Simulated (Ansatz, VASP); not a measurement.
**Two plane-wave programs on C**

```xyz
8
Lattice="-2.3742 2.3742 2.3381 2.3742 -2.3742 2.3381 2.3742 2.3742 -2.3381" Properties=species:S:1:pos:R:3 pbc="T T T"
C    -0.7727    0.7727    0.7610
C     1.6015    1.6015    1.5771
C     0.7727   -0.7727    0.7610
C     0.7727    0.7727   -0.7610
C     1.6015   -1.6015    1.5771
C     0.7727    0.7727    0.7610
C    -1.6015    1.6015    1.5771
C     1.6015    1.6015   -1.5771
```

Change from the starting cell: strain -0.015 along x and y, -0.030 along z, atoms carried along.

Alike in both runs: task single point; functional LDA; k mesh 8 × 8 × 8; occupations gaussian, width 0.05 eV; no spin polarisation.

|  | VASP | Ansatz |
| --- | --- | --- |
| version | VASP 6.6.1 | Ansatz 0.2.0 |
| potentials or method | VASP PAW LDA potentials, release 64 (C), cutoff 520 eV | scalar-relativistic, plane waves, PAW |
| valence electrons in the cell | 32 | 32 |

|  | VASP | Ansatz | Ansatz less VASP |
| --- | --- | --- | --- |
| gap on the k mesh at the Fermi level (eV) | 3.00 | 3.01 | +0.010 |
| least direct gap on the mesh (eV) | 3.71 | 3.73 | +0.023 |
| pressure (GPa) | 24.5 | 23.3 | -1.27 |
| traceless stress, the component that is largest in VASP (GPa) | 7.30 | 7.24 | -0.063 |
| rms of the force components (eV/Å) | 0.328 | 0.299 | -0.0294 |

LDA's correlation is that of Perdew and Zunger in VASP and of Perdew and Wang (1992) in Ansatz. Atom by atom the forces differ by 0.040 eV/Å (rms over components).
